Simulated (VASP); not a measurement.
# KBr (I4/mmm) in VASP: further runs

KBr is run at these levels: PBE; tasks: single point.

Program: VASP 6.6.1. These are calculated values, not measurements. Logs are shortened: lines on timing, memory, paths and dates and some standing lists are left out, and cuts for length are marked.

## 1. The cell of the first run

It takes space group I4/mmm (No. 139, tetragonal). Conventional cell: a = 4.726 Å, b = 4.726 Å, c = 6.585 Å, α = 90.00°, β = 90.00°, γ = 90.00°. Within 4.3 Å of K (site symmetry 4/mmm) lie 6 Br at 3.29 to 3.34 Å. Br (site symmetry 4/mmm) has 6 K at 3.29 to 3.34 Å within 4.3 Å.

## 2. Single point, PBE (strain +0.015 along x and y, +0.000 along z)

INCAR reads:

```
ALGO = Normal ; EDIFF = 1E-7
ENCUT = 520 ; GGA = PE
ISIF = 2 ; ISMEAR = 0
LASPH = True ; LCHARG = False
LREAL = False ; LWAVE = False
NBANDS = 15 ; NELM = 80
PREC = Accurate ; SIGMA = 0.05
```

KPOINTS reads:

```
k-points
0
Gamma
  6 6 6
```

POSCAR reads:

```
KBr
1.0
    0.0000000000      3.3418875000      3.2925000000
    3.3418875000      0.0000000000      3.2925000000
    3.3418875000      3.3418875000      0.0000000000
K Br
1 1
Direct
    0.0000000000      0.0000000000      0.0000000000
    0.5000000000      0.5000000000      0.5000000000
```

Potentials or basis: VASP PAW PBE potentials, release 64 (K_sv, Br).

Command:

```
$ cat potpaw_PBE.64/K_sv/POTCAR potpaw_PBE.64/Br/POTCAR > POTCAR
$ mpirun -np 1 vasp_std > vasp.out
```

OUTCAR:

```text
EDIFF = 1E-7
   ENCUT = 520
   GGA = PE
   ISIF = 2
   ISMEAR = 0
   LASPH = True
   LREAL = False
   NELM = 80
   PREC = Accurate

 ion  position               nearest neighbor table
   1  0.000  0.000  0.000-   2 3.29   2 3.29
   2  0.500  0.500  0.500-   1 3.29   1 3.29

  LATTYP: Found a body centered tetragonal cell.
 ALAT       =     4.7261426264
 C/A-ratio  =     1.3933138546

  Lattice vectors:

 A1 = (   0.0000000000,  -3.3418875000,  -3.2925000000)
 A2 = (   0.0000000000,   3.3418875000,  -3.2925000000)
 A3 = (   3.3418875000,   0.0000000000,   3.2925000000)

Analysis of symmetry for initial positions (statically):
=====================================================================
 Subroutine PRICEL returns:
 Original cell was already a primitive cell.

 Routine SETGRP: Setting up the symmetry group for a
 body centered tetragonal supercell.

 Subroutine GETGRP returns: Found 16 space group operations
 (whereof 16 operations were pure point group operations)
 out of a pool of 16 trial point group operations.

The static configuration has the point symmetry D_4h.

Analysis of symmetry for dynamics (positions and initial velocities):
=====================================================================
 Subroutine PRICEL returns:
 Original cell was already a primitive cell.

 Routine SETGRP: Setting up the symmetry group for a
 body centered tetragonal supercell.

 Subroutine GETGRP returns: Found 16 space group operations
 (whereof 16 operations were pure point group operations)
 out of a pool of 16 trial point group operations.

The dynamic configuration has the point symmetry D_4h.

 Subroutine INISYM returns: Found 16 space group operations
 (whereof 16 operations are pure point group operations),
 and found     1 'primitive' translations

----------------------------------------------------------------------------------------

                                     Primitive cell

  volume of cell :      73.5427

  direct lattice vectors                    reciprocal lattice vectors
     0.000000000  3.341887500  3.292500000    -0.149616048  0.149616048  0.151860289
     3.341887500  0.000000000  3.292500000     0.149616048 -0.149616048  0.151860289
     3.341887500  3.341887500  0.000000000     0.149616048  0.149616048 -0.151860289

  length of vectors
     4.691350372  4.691350372  4.726142626     0.260444756  0.260444756  0.260444756

  position of ions in fractional coordinates (direct lattice)
     0.000000000  0.000000000  0.000000000
     0.500000000  0.500000000  0.500000000

  ion indices of the primitive-cell ions
   primitive index   ion index
                 1           1
                 2           2

----------------------------------------------------------------------------------------

 KPOINTS: k-points

Automatic generation of k-mesh.
 Grid dimensions read from file:
 generate k-points for:    6    6    6

 Generating k-lattice:

  Cartesian coordinates                     Fractional coordinates (reciprocal lattice)
    -0.024936008  0.024936008  0.025310048     0.166666667 -0.000000000  0.000000000
     0.024936008 -0.024936008  0.025310048    -0.000000000  0.166666667  0.000000000
     0.024936008  0.024936008 -0.025310048     0.000000000  0.000000000  0.166666667

  Length of vectors
     0.043407459  0.043407459  0.043407459

  Shift w.r.t. Gamma in fractional coordinates (k-lattice)
     0.000000000  0.000000000  0.000000000

 Subroutine IBZKPT returns following result:
 ===========================================

 Found     30 irreducible k-points:

 Following reciprocal coordinates:
            Coordinates               Weight
  0.000000  0.000000  0.000000      1.000000
  0.166667  0.000000  0.000000      8.000000
  0.333333  0.000000  0.000000      8.000000
  0.500000  0.000000  0.000000      4.000000
  0.166667  0.166667  0.000000      2.000000
  0.333333  0.166667  0.000000      8.000000
[... 16 lines left out ...]
  0.333333  0.000000  0.333333      4.000000
  0.500000  0.000000  0.333333     16.000000
 [... further k-points ...]
   k-points           NKPTS =     30   k-points in BZ     NKDIM =     30   number of bands    NBANDS=     15
   number of dos      NEDOS =    301   number of ions     NIONS =      2
   total plane-waves  NPLWV =  46656
   dimension x,y,z NGX =    36 NGY =   36 NGZ =   36
   dimension x,y,z NGXF=    72 NGYF=   72 NGZF=   72
   ions per type =               1   1
   NGX,Y,Z   is equivalent  to a cutoff of  12.76, 12.76, 12.66 a.u.
   NGXF,Y,Z  is equivalent  to a cutoff of  25.51, 25.51, 25.33 a.u.
 SYSTEM =  unknown system
   PREC   = accura    normal or accurate (medium, high low for compatibility)
   ISTART =      0    job   : 0-new  1-cont  2-samecut
   ICHARG =      2    charge: 1-file 2-atom 10-const
   ISPIN  =      1    spin polarized calculation?
   LNONCOLLINEAR =      F non collinear calculations
   LSORBIT =      F    spin-orbit coupling
   LASPH  =      T    aspherical Exc in radial PAW
   ENCUT  =  520.0 eV  38.22 Ry    6.18 a.u.   8.72  8.72  8.79*2*pi/ulx,y,z
   NELM   =     80;   NELMIN=  2; NELMDL= -5     # of ELM steps
   EDIFF  = 0.1E-06   stopping-criterion for ELM
   LREAL  =      F    real-space projection
   EDIFFG = 0.1E-05   stopping-criterion for IOM
   NSW    =      0    number of steps for IOM
   IBRION =     -1    ionic relax: 0-MD 1-quasi-New 2-CG
   NFREE  =      0    steps in history (QN), initial steepest desc. (CG)
   ISIF   =      2    stress and relaxation
   ISYM   =      2    0-nonsym 1-usesym 2-fastsym
   POTIM  = 0.5000    time-step for ionic-motion
   TEBEG  =    0.0;   TEEND  =   0.0 temperature during run
   PSTRESS=    0.0 pullay stress
   NELECT =      16.0000    total number of electrons
   NUPDOWN=      -1.0000    fix difference up-down
   EMIN   =  10.00;   EMAX   =-10.00  energy-range for DOS
   EFERMI =   0.00;   METHOD = LEGACY
   ISMEAR =     0;   SIGMA  =   0.05  broadening in eV -4-tet -1-fermi 0-gaus
   EFERMI_NEDOS =   21; number of points for ismear=-14 and -15
   IALGO  =     38    algorithm
   IMIX   =      4    mixing-type and parameters
     AMIX     =   0.40;   BMIX     =  1.00
     AMIX_MAG =   1.60;   BMIX_MAG =  1.00
  volume/ion in A,a.u.               =      36.77       248.15
  Fermi-wavevector in a.u.,A,eV,Ry     =   0.984619  1.860661 13.190511  0.969475
  Thomas-Fermi vector in A             =   2.115866
   LORBIT       =      0    0 simple, 1 ext, 2 COOP (PROOUT), +10 PAW based schemes
   GGA     = PE    functional components
   LHFCALC =     F    Hartree Fock is set to
   AEXX    =    0.0000 exact exchange contribution
   IVDW    =     0    specifies the selected vdW correction
   LEPSILON=     F    determine dielectric tensor
   LRPA    =     F    only Hartree local field effects (RPA)
 non-spin polarized calculation
 Gauss-broadening in eV      SIGMA  =   0.05
  energy-cutoff  :      520.00
  volume of cell :       73.54
 maximum number of plane-waves:      2016
   NGX = 17   NGY = 17   NGZ = 17

 number of electron      15.9999997 magnetization

 Free energy of the ion-electron system (eV)
  ---------------------------------------------------
  ext. energy  EPLUGINS =         0.00000000
  ---------------------------------------------------
  free energy    TOTEN  =        -6.22010958 eV

  energy without entropy =       -6.22010958  energy(sigma->0) =       -6.22010958

 E-fermi :  -1.4971     XC(G=0):  -7.2790

 val. band max:       -1.8262808584   @ k =   0.0000   0.0000   0.0000
 cond. band min:       2.5426746071   @ k =   0.0000   0.0000   0.0000
 fundamental gap:      4.3689554655
 Fermi energy:        -1.4971169528

 k-point     1 :       0.0000    0.0000    0.0000
  band No.  band energies     occupation
      1     -29.6603      2.00000
      2     -14.0951      2.00000
      3     -13.1361      2.00000
      4     -13.1361      2.00000
      5     -13.1356      2.00000
      6      -1.8319      2.00000
      7      -1.8319      2.00000
      8      -1.8263      2.00000
      9       2.5427      0.00000
     10       5.7391      0.00000
     11       5.7391      0.00000
     12       5.8282      0.00000
     13       6.5439      0.00000
     14       6.6117      0.00000
     15       9.7133      0.00000

 k-point     2 :       0.1667    0.0000    0.0000
  band No.  band energies     occupation
      1     -29.6591      2.00000
      2     -14.1454      2.00000
      3     -13.1378      2.00000
      4     -13.1368      2.00000
      5     -13.0693      2.00000
      6      -2.1812      2.00000
      7      -1.9152      2.00000
      8      -1.9119      2.00000
      9       3.1843      0.00000
     10       5.6231      0.00000
     11       6.0592      0.00000
     12       6.1137      0.00000
     13       6.8851      0.00000
     14       6.9599      0.00000
     15      10.5712      0.00000

 k-point     3 :       0.3333    0.0000    0.0000
  band No.  band energies     occupation
      1     -29.6566      2.00000
      2     -14.2309      2.00000
      3     -13.1411      2.00000
      4     -13.1387      2.00000
      5     -12.9505      2.00000
      6      -2.7329      2.00000
      7      -2.0718      2.00000
      8      -2.0696      2.00000
      9       4.2981      0.00000
     10       5.8346      0.00000
     11       6.9112      0.00000
     12       6.9548      0.00000
     13       7.7461      0.00000
     14       7.8370      0.00000
     15       9.5317      0.00000
[... 343 lines left out ...]
 k-point    23 :       0.3333    0.0000    0.3333
  band No.  band energies     occupation
      1     -29.6556      2.00000
      2     -14.0973      2.00000
      3     -13.1607      2.00000
      4     -13.1586      2.00000
      5     -13.1043      2.00000
      6      -2.6175      2.00000
      7      -2.0479      2.00000
      8      -2.0423      2.00000
      9       4.3613      0.00000
     10       4.6355      0.00000
     11       7.2265      0.00000
     12       7.6241      0.00000
     13       8.0106      0.00000
     14       8.0489      0.00000
     15       8.8475      0.00000

 k-point    24 :       0.5000    0.0000    0.3333
  band No.  band energies     occupation
      1     -29.6544      2.00000
      2     -14.0847      2.00000
      3     -13.1901      2.00000
      4     -13.1608      2.00000
      5     -13.0944      2.00000
      6      -2.6124      2.00000
      7      -2.2412      2.00000
      8      -2.1118      2.00000
      9       4.4744      0.00000
     10       5.5216      0.00000
     11       7.0014      0.00000
     12       7.6779      0.00000
     13       7.8439      0.00000
     14       8.5620      0.00000
     15       9.0043      0.00000

 [... further k-points ...]
[... 5 lines left out ...]
  --------------------------------------------------------------------------------------
  -------------------------------------------------------------------------------------
  Total        0.1115006      0.1115006      0.3184293      0.0000000      0.0000000      0.0000000
  in kB        2.4291175      2.4291175      6.9371990      0.0000000      0.0000000      0.0000000
  external PRESSURE =       3.9318113 kB  Pullay stress =       0.0000000 kB

 VOLUME and BASIS-vectors are now :
 -----------------------------------------------------------------------------
  energy-cutoff  :      520.00
  volume of cell :       73.54
      direct lattice vectors                 reciprocal lattice vectors
     0.000000000  3.341887500  3.292500000    -0.149616048  0.149616048  0.151860289
     3.341887500  0.000000000  3.292500000     0.149616048 -0.149616048  0.151860289
     3.341887500  3.341887500  0.000000000     0.149616048  0.149616048 -0.151860289

 POSITION                                       TOTAL-FORCE (eV/Angst)
 -----------------------------------------------------------------------------------
      0.00000      0.00000      0.00000        -0.000000      0.000000     -0.000000
      3.34189      3.34189      3.29250         0.000000     -0.000000      0.000000
 -----------------------------------------------------------------------------------
    total drift:                                0.000000      0.000000      0.000000

  FREE ENERGIE OF THE ION-ELECTRON SYSTEM (eV)
  ---------------------------------------------------
  free  energy   TOTEN  =        -6.2201095753 eV

  energy  without entropy=       -6.2201095753  energy(sigma->0) =       -6.22010958
```

It took 43 s on 1 thread of Intel Xeon Platinum 8488C (Sapphire Rapids), shared host; peak memory 0.21 GiB.

Results:

* Free energy: -6.2201 eV
* Pressure: 0.4 GPa
* Band gap on the k mesh: 4.37 eV, direct

Caveat: the cell differs from its parent crystal (strain +0.015 along x and y, +0.000 along z).

## 3. Single point, PBE (strain +0.015 along x and y, +0.030 along z)

INCAR reads:

```
SYSTEM = KBr
PREC = Accurate
ENCUT = 520
EDIFF = 1E-6
ISMEAR = 0
SIGMA = 0.05
LREAL = .FALSE.
LASPH = .TRUE.
NELM = 80
ALGO = Normal
ISIF = 2
LWAVE = .FALSE.
LCHARG = .FALSE.
GGA = PE
NBANDS = 15
```

KPOINTS reads:

```
regular mesh
0
G
  6 6 6
  0 0 0
```

POSCAR reads:

```
KBr
1.0
    0.0000000000      3.3418875000      3.3912750000
    3.3418875000      0.0000000000      3.3912750000
    3.3418875000      3.3418875000      0.0000000000
K Br
1 1
Direct
    0.0000000000      0.0000000000      0.0000000000
    0.5000000000      0.5000000000      0.5000000000
```

Potentials or basis: VASP PAW PBE potentials, release 64 (K_sv, Br).

Command:

```
$ cat potpaw_PBE.64/K_sv/POTCAR potpaw_PBE.64/Br/POTCAR > POTCAR
$ mpirun -np 1 vasp_std > vasp.out
```

It took 34 s on 1 thread of Intel Xeon Platinum 8488C (Sapphire Rapids), shared host; peak memory 0.22 GiB.

Results (log left out):

| Item | Value |
| --- | --- |
| Free energy | -6.2228 eV |
| Pressure | 0.0 GPa |
| Band gap on the k mesh | 4.30 eV, direct |

Stress tensor (GPa, compression positive):
```
 0.09  0.00  0.00
 0.00  0.09  0.00
 0.00  0.00 -0.26
```

Levels at points of the mesh, in eV from the valence-band top:
| k point | band 6 | band 7 | band 8 | band 9 | band 10 | band 11 |
| --- | --- | --- | --- | --- | --- | --- |
| (0.00, 0.00, 0.00) | 0.00 | 0.00 | 0.00 | 4.30 | 7.53 | 7.62 |
| (0.50, 0.00, 0.00) | -1.08 | -0.29 | -0.29 | 6.48 | 8.03 | 9.61 |
| (0.50, 0.50, 0.00) | -0.77 | -0.26 | -0.26 | 5.93 | 6.99 | 9.16 |
| (0.50, 0.00, 0.50) | -0.75 | -0.28 | -0.27 | 5.91 | 7.01 | 9.25 |

Caveat: the cell differs from its parent crystal (strain +0.015 along x and y, +0.030 along z).

[end of part 1 of 2]
